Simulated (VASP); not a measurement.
## W: single point with LDA

Crystal: W.

```
CELL_PARAMETERS angstrom
-1.53154 1.56808 1.56808
1.56808 -1.53154 1.56808
1.56808 1.56808 -1.53154
ATOMIC_POSITIONS crystal
W 0.00000 0.00000 0.00000
```

```
Program             : VASP 6.6.1
Task                : single point
Functional          : LDA
Potentials or basis : VASP PAW LDA potentials, release 64 (W_sv)
Cutoff              : 520 eV
k mesh              : 20 × 20 × 20
Occupations         : gaussian, width 0.15 eV
Spin                : no spin polarisation
```

```
Pressure               : 2.2 GPa
Band gap on the k mesh : zero (bands 7 and 8 overlap by 5.82 eV)
```

Stress tensor (GPa, compression positive):
```
 2.16 -3.47 -3.47
-3.47  2.16 -3.47
-3.47 -3.47  2.16
```

Levels at points of the mesh, in eV from the Fermi level:
```csv
k point,band 4,band 5,band 6,band 7,band 8,band 9,band 10,band 11
"(0.00, 0.00, 0.00)",-37.50,-9.75,-1.60,-1.60,-0.95,2.23,2.23,14.37
"(0.50, 0.00, 0.00)",-37.52,-6.51,-3.84,0.69,2.28,3.29,6.11,11.23
"(0.50, 0.50, 0.00)",-37.56,-6.49,-3.74,1.08,1.99,2.92,6.50,11.37
"(0.50, 0.50, 0.50)",-38.45,-6.14,-6.14,4.72,5.57,5.57,8.23,8.69
```

Run time: 3.3 min on 1 thread of AMD EPYC 7R13 (shared host), peak memory 0.21 GiB.

Caveat: spin-orbit coupling is left out, which moves the levels of the heavy elements.
